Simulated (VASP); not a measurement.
Set up this calculation in VASP 6.6.1, as the native input.

* Task: single point
* Functional: PBE
* Potentials or basis: VASP PAW PBE potentials, release 64 (Sn_d, O)
* Cutoff: 520 eV
* k mesh: 3 × 3 × 5
* Occupations: fermi-dirac, width 0.05 eV
* Spin: no spin polarisation
* Dipole correction: no
* Further INCAR settings: ALGO = Normal; EDIFF = 1e-06; NBANDS = 35

The structure of SnO2 lies in POSCAR:

```
SnO2
1.0
    4.7083472500      0.0000000000      0.0000000000
    0.0000000000      4.7083472500      0.0000000000
    0.0000000000      0.0000000000      3.1665573100
Sn O
2 4
Direct
    0.0003848484      0.0022615154      0.0006394958
    0.5025914348      0.5019018085      0.4922724737
    0.2902797792      0.3081336025      0.0232605927
    0.1905647465      0.8078057539      0.5010466714
    0.6913056381      0.6875259678      0.0012044626
    0.7962995932      0.1999070905      0.5141590190
```

The input as run:

INCAR

```
PREC     = Accurate       # precision mode
ENCUT    = 520            # plane-wave cutoff, eV
EDIFF    = 1E-6           # SCF threshold, eV
ISMEAR   = -1             # smearing method
SIGMA    = 0.05           # smearing width, eV
LREAL    = False          # projectors in reciprocal space
LASPH    = True           # aspherical terms in the spheres
NELM     = 100            # most SCF steps
ALGO     = Normal         # electronic algorithm
ISIF     = 2              # what is computed and relaxed
LWAVE    = False          # write WAVECAR
LCHARG   = False          # write CHGCAR
GGA      = PE             # functional
NBANDS   = 35             # bands
```

KPOINTS

```
regular mesh
0
Gamma
  3 3 5
```

Potentials or basis: VASP PAW PBE potentials, release 64 (Sn_d, O).

Command:

```bash
$ cat potpaw_PBE.64/Sn_d/POTCAR potpaw_PBE.64/O/POTCAR > POTCAR
$ mpirun -np 1 vasp_std > vasp.out
```

It gave:

The pressure is 16.6 GPa and the largest force is 1.674 eV/Å. The band gap on the k mesh is 1.43 eV.

Caveat: the k points lie up to 0.44 Å⁻¹ apart; spin-orbit coupling is left out, which moves the levels of the heavy elements; forces of over 1 eV/Å act on the atoms, so gaps and moduli don't describe the material at rest.

Wall time 32 s on 1 thread of AMD EPYC 9R45 (Zen 5), on a shared host, peak memory 0.16 GiB.
